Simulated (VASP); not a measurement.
# Si (Fd-3m) in VASP: a series of runs, part 2 of 2

VASP 6.6.1.

## 3. Electric field gradients, PBEsol

This run uses another cell than the first one, of 20.16 Å³/atom, 0.943 times its volume.

Contents of INCAR:

```
SYSTEM = Si
ALGO = Normal ; EDIFF = 1E-8
ENCUT = 520 ; GGA = PS
ISIF = 2 ; ISMEAR = -1
LASPH = .True. ; LCHARG = .False.
LEFG = .True. ; LREAL = .False.
LWAVE = .False. ; NBANDS = 11
NELM = 60 ; PREC = Accurate
SIGMA = 0.02
```

Contents of KPOINTS:

```
k-points
0
Gamma
  10 10 10
  0 0 0
```

Contents of POSCAR:

```
Si
1.0
    0.0000000000      2.7218511865      2.7218511865
    2.7218511865      0.0000000000      2.7218511865
    2.7218511865      2.7218511865      0.0000000000
Si
2
Direct
    0.7500000000      0.7500000000      0.7500000000
    0.5000000000      0.5000000000      0.5000000000
```

Potentials or basis: VASP PAW PBE potentials, release 64 (Si).

Launch:

```console
> cat potpaw_PBE.64/Si/POTCAR > POTCAR
> mpirun -np 1 vasp_std > vasp.out
```

OUTCAR:

```text
SYSTEM = Si
   EDIFF = 1E-8
   ENCUT = 520
   GGA = PS
   ISIF = 2
   ISMEAR = -1
   LASPH = .True.
   LREAL = .False.
   NELM = 60
   PREC = Accurate

 ion  position               nearest neighbor table
   1  0.750  0.750  0.750-   2 2.36   2 2.36   2 2.36   2 2.36
   2  0.500  0.500  0.500-   1 2.36   1 2.36   1 2.36   1 2.36

  LATTYP: Found a face centered cubic cell.
 ALAT       =     5.4437023730

  Lattice vectors:

 A1 = (   0.0000000000,   2.7218511865,   2.7218511865)
 A2 = (   2.7218511865,   0.0000000000,   2.7218511865)
[... 550 lines left out ...]
  ---------------------------------------------------
  free  energy   TOTEN  =       -11.4923835090 eV

  energy  without entropy=      -11.4923834811  energy(sigma->0) =      -11.49238350

 Electric field gradients (V/A^2)
---------------------------------------------------------------------
 ion       V_xx      V_yy      V_zz      V_xy      V_xz      V_yz
---------------------------------------------------------------------
   1      -0.000    -0.000    -0.000     0.000     0.000     0.000
   2      -0.000    -0.000    -0.000     0.000     0.000     0.000
---------------------------------------------------------------------

 Electric field gradients after diagonalization (V/A^2)
 (convention: |V_zz| > |V_xx| > |V_yy|)
----------------------------------------------------------------------
 ion       V_xx      V_yy      V_zz     asymmetry (V_yy - V_xx)/ V_zz
----------------------------------------------------------------------
   1      -0.000    -0.000     0.000       0.000
   2      -0.000    -0.000     0.000       0.000
----------------------------------------------------------------------

           NMR quadrupolar parameters

 Cq : quadrupolar parameter    Cq=e*Q*V_zz/h
 eta: asymmetry parameters     (V_yy - V_xx)/ V_zz
 Q  : nuclear electric quadrupole moment in mb (millibarn)
----------------------------------------------------------------------
 ion       Cq(MHz)       eta       Q (mb)
----------------------------------------------------------------------
   1       0.000       0.000       1.000
   2       0.000       0.000       1.000
----------------------------------------------------------------------
```

stdout:

```text
POSCAR found type information on POSCAR Si
 POSCAR found :  1 types and       2 ions
 scaLAPACK will be used
 -----------------------------------------------------------------------------
|                                                                             |
|                                                                             |
|     You enforced a specific xc type in the INCAR file but a different       |
|     I HOPE YOU KNOW WHAT YOU ARE DOING!                                     |
|                                                                             |
 -----------------------------------------------------------------------------

 LDA part: xc-table for (Slater+PW92), standard interpolation
 POSCAR, INCAR and KPOINTS ok, starting setup
 FFT: planning ... GRIDC
 FFT: planning ... GRID_SOFT
 FFT: planning ... GRID
 WAVECAR not read
 entering main loop
ion   1

ion   2
```

It took 19 s on 1 thread of Intel Xeon Platinum 8559C (Emerald Rapids), shared host; peak memory 0.16 GiB.

Results:

```
Free energy            : -11.4924 eV
Pressure               : -0.4 GPa
Band gap on the k mesh : 0.48 eV, indirect (least direct gap 2.51 eV)
```

Levels at points of the mesh, in eV from the valence-band top:
| k point | band 2 | band 3 | band 4 | band 5 | band 6 | band 7 |
| --- | --- | --- | --- | --- | --- | --- |
| (0.00, 0.00, 0.00) | 0.00 | 0.00 | 0.00 | 2.51 | 2.51 | 2.51 |
| (0.50, 0.00, 0.00) | -6.98 | -1.20 | -1.20 | 1.44 | 3.28 | 3.28 |
| (0.50, 0.50, 0.00) | -7.81 | -2.86 | -2.86 | 0.60 | 0.60 | 10.00 |

Caveat: without QUAD_EFG the Cq values of the log hold for a quadrupole moment of 1 mb, not for the nuclei; the PAW data sets were made with another functional, which shifts forces and pressure a little. PBEsol gaps usually lie below the measured ones, often by a third to a half.

## 4. Electric field gradients, PBE

This run uses another cell than the first one, of 20.16 Å³/atom, 0.943 times its volume.

Contents of INCAR:

```
SYSTEM = Si
PREC = Accurate
ENCUT = 520
EDIFF = 1E-8
ISMEAR = -1
SIGMA = 0.02
LREAL = .False.
LASPH = .True.
NELM = 60
ALGO = Normal
ISIF = 2
LWAVE = .False.
LCHARG = .False.
GGA = PE
LEFG = .True.
NBANDS = 11
```

Contents of KPOINTS:

```
regular mesh
0
Gamma
  10 10 10
  0 0 0
```

POSCAR is that of step 3.

Potentials or basis: VASP PAW PBE potentials, release 64 (Si).

Launch:

```console
> cat potpaw_PBE.64/Si/POTCAR > POTCAR
> mpirun -np 1 vasp_std > vasp.out
```

OUTCAR:

```text
SYSTEM = Si
   PREC = Accurate
   ENCUT = 520
   EDIFF = 1E-8
   ISMEAR = -1
   LREAL = .False.
   LASPH = .True.
   NELM = 60
   ISIF = 2
   GGA = PE

 ion  position               nearest neighbor table
   1  0.750  0.750  0.750-   2 2.36   2 2.36   2 2.36   2 2.36
   2  0.500  0.500  0.500-   1 2.36   1 2.36   1 2.36   1 2.36

  LATTYP: Found a face centered cubic cell.
 ALAT       =     5.4437023730

  Lattice vectors:

 A1 = (   0.0000000000,   2.7218511865,   2.7218511865)
 A2 = (   2.7218511865,   0.0000000000,   2.7218511865)
[... 550 lines left out ...]
  ---------------------------------------------------
  free  energy   TOTEN  =       -10.8470267199 eV

  energy  without entropy=      -10.8470267180  energy(sigma->0) =      -10.84702672

 Electric field gradients (V/A^2)
---------------------------------------------------------------------
 ion       V_xx      V_yy      V_zz      V_xy      V_xz      V_yz
---------------------------------------------------------------------
   1       0.000     0.000     0.000     0.000     0.000     0.000
   2       0.000     0.000     0.000     0.000     0.000     0.000
---------------------------------------------------------------------

 Electric field gradients after diagonalization (V/A^2)
 (convention: |V_zz| > |V_xx| > |V_yy|)
----------------------------------------------------------------------
 ion       V_xx      V_yy      V_zz     asymmetry (V_yy - V_xx)/ V_zz
----------------------------------------------------------------------
   1      -0.000    -0.000     0.000       0.000
   2      -0.000    -0.000     0.000       0.000
----------------------------------------------------------------------

           NMR quadrupolar parameters

 Cq : quadrupolar parameter    Cq=e*Q*V_zz/h
 eta: asymmetry parameters     (V_yy - V_xx)/ V_zz
 Q  : nuclear electric quadrupole moment in mb (millibarn)
----------------------------------------------------------------------
 ion       Cq(MHz)       eta       Q (mb)
----------------------------------------------------------------------
   1       0.000       0.000       1.000
   2       0.000       0.000       1.000
----------------------------------------------------------------------
```

OSZICAR:

```text
N       E                     dE             d eps       ncg     rms          rms(c)
DAV:   1     0.790592683126E+01    0.79059E+01   -0.32439E+03  1034   0.589E+02
DAV:   2    -0.104880254368E+02   -0.18394E+02   -0.17572E+02  1334   0.862E+01
DAV:   3    -0.110188933938E+02   -0.53087E+00   -0.52960E+00  1341   0.130E+01
DAV:   4    -0.110230190508E+02   -0.41257E-02   -0.41252E-02  1233   0.145E+00
DAV:   5    -0.110230607870E+02   -0.41736E-04   -0.41736E-04  1348   0.137E-01    0.484E+00
DAV:   6    -0.109013501384E+02    0.12171E+00   -0.69279E-02  1154   0.108E+00    0.295E+00
DAV:   7    -0.108455323494E+02    0.55818E-01   -0.13390E-01  1165   0.161E+00    0.178E-01
DAV:   8    -0.108467954936E+02   -0.12631E-02   -0.59110E-03  1184   0.414E-01    0.805E-02
DAV:   9    -0.108470007276E+02   -0.20523E-03   -0.19648E-04  1270   0.857E-02    0.591E-02
DAV:  10    -0.108470259914E+02   -0.25264E-04   -0.22000E-05  1219   0.270E-02    0.568E-03
DAV:  11    -0.108470265294E+02   -0.53801E-06   -0.19611E-06  1269   0.729E-03    0.318E-03
DAV:  12    -0.108470266716E+02   -0.14224E-06   -0.44868E-07  1184   0.418E-03    0.191E-03
DAV:  13    -0.108470267126E+02   -0.40964E-07   -0.47363E-09  1221   0.449E-04    0.223E-04
DAV:  14    -0.108470267199E+02   -0.73467E-08   -0.51276E-10   688   0.152E-04
   1 F= -.10847027E+02 E0= -.10847027E+02  d E =-.189754E-08
```

stdout:

```text
POSCAR found type information on POSCAR Si
 POSCAR found :  1 types and       2 ions
 scaLAPACK will be used
 LDA part: xc-table for (Slater+PW92), standard interpolation
 POSCAR, INCAR and KPOINTS ok, starting setup
 FFT: planning ... GRIDC
 FFT: planning ... GRID_SOFT
 FFT: planning ... GRID
 WAVECAR not read
 entering main loop
ion   1

ion   2
```

It took 16 s on 1 thread of Intel Xeon Platinum 8559C (Emerald Rapids), shared host; peak memory 0.15 GiB.

Results:

```yaml
Free_energy: -10.8470 eV
Pressure: 1.3 GPa
Band_gap_on_the_k_mesh: 0.59 eV, indirect (least direct gap 2.56 eV)
```

Caveat: without QUAD_EFG the Cq values of the log hold for a quadrupole moment of 1 mb, not for the nuclei. A k mesh can miss the band edges.

## 5. The runs side by side

```tsv
level	cell	gap on the mesh (eV)	pressure (GPa)
r2SCAN	a = 3.925 Å, angles 60.0°, 2 atoms	0.88	-5.2
PBEsol	a = 3.849 Å, angles 60.0°, 2 atoms	0.48	-0.4
PBE	a = 3.849 Å, angles 60.0°, 2 atoms	0.59	1.3
```

Alike in all rows: task electric field gradients; potentials or basis VASP PAW PBE potentials, release 64 (Si); no spin polarisation; k mesh 10 × 10 × 10; cutoff (eV) 520; smearing fermi-dirac 0.02 eV.

Caveats: the PAW data sets were made with another functional, which shifts forces and pressure a little (some runs).

Total energies depend on the potentials used, so only differences within one code and one set of settings carry meaning.
